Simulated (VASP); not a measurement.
The system is SeO.

```xyz
2
Lattice="2.8763 0.0000 0.0000 0.0000 2.8763 0.0000 0.0000 0.0000 3.0063" Properties=species:S:1:pos:R:3 pbc="T T T"
Se    1.4381    1.4381    1.5031
O     0.0000    0.0000    0.0000
```

```yaml
Program: VASP 6.6.1
Task: relaxation of cell and atoms
Functional: PBE
Potentials_or_basis: VASP PAW PBE potentials, release 64 (Se, O)
Cutoff: 600 eV
k_mesh: 6 × 6 × 6
Occupations: gaussian, width 0.1 eV
Spin: no spin polarisation
```

At the start: pressure 0.1 GPa; volume 12.44 Å³/atom.

How do energy, volume and symmetry change on relaxing?

Over 4 steps the energy falls by 5.5 meV/atom and the volume is 12.46 Å³/atom (+0.2 %); space group P4/mmm (No. 123, to 0.1 Å) before, Pm-3m (No. 221, to 0.1 Å).

Step by step:
| step | energy change (eV) | largest force (eV/Å) | pressure (GPa) | volume (Å³) |
| --- | --- | --- | --- | --- |
| 1 | 0.0000 | 0.0000 | 0.09 | 24.87 |
| 2 | -0.0073 | 0.0000 | -0.05 | 24.89 |
| 3 | -0.0108 | 0.0000 | -0.15 | 24.91 |
| 4 | -0.0110 | 0.0000 | -0.18 | 24.92 |

Final structure:
```xyz
2
Lattice="2.9208 0.0000 0.0000 0.0000 2.9208 0.0000 0.0000 0.0000 2.9205" Properties=species:S:1:pos:R:3 pbc="T T T"
Se    1.4604    1.4604    1.4602
O     0.0000    0.0000    0.0000
```

Caveat: the k points lie up to 0.36 Å⁻¹ apart in the final cell, too coarse for converged energies and pressures of a metal.
